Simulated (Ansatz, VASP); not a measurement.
# Cd: VASP beside Ansatz

```
Cd
1.0
     0.00000    3.08649    3.08649
     3.08649    0.00000    3.08649
     3.08649    3.08649    0.00000
Cd
2
Direct
  0.12500 0.12500 0.12500
  0.87500 0.87500 0.87500
```

Alike in both runs: task single point; functional PBEsol; k mesh 10 × 10 × 10; occupations fermi-dirac, width 0.1 eV; no spin polarisation.

|  | VASP | Ansatz |
| --- | --- | --- |
| version | VASP 6.6.1 | Ansatz 0.2.0 |
| potentials or method | VASP PAW PBE potentials, release 64 (Cd), cutoff 520 eV | plane waves (420 eV) with PAW, scalar-relativistic |
| valence electrons in the cell | 24 | 40 |

|  | VASP | Ansatz | Ansatz less VASP |
| --- | --- | --- | --- |
| pressure (GPa) | 4.7 | 4.3 | -0.41 |

VASP's potentials were made for PBE, not for PBEsol, and Ansatz warns of the same on its side. VASP's potentials hold 24 valence electrons a cell and Ansatz's 40, so a difference there can come from the potentials and not from the codes.
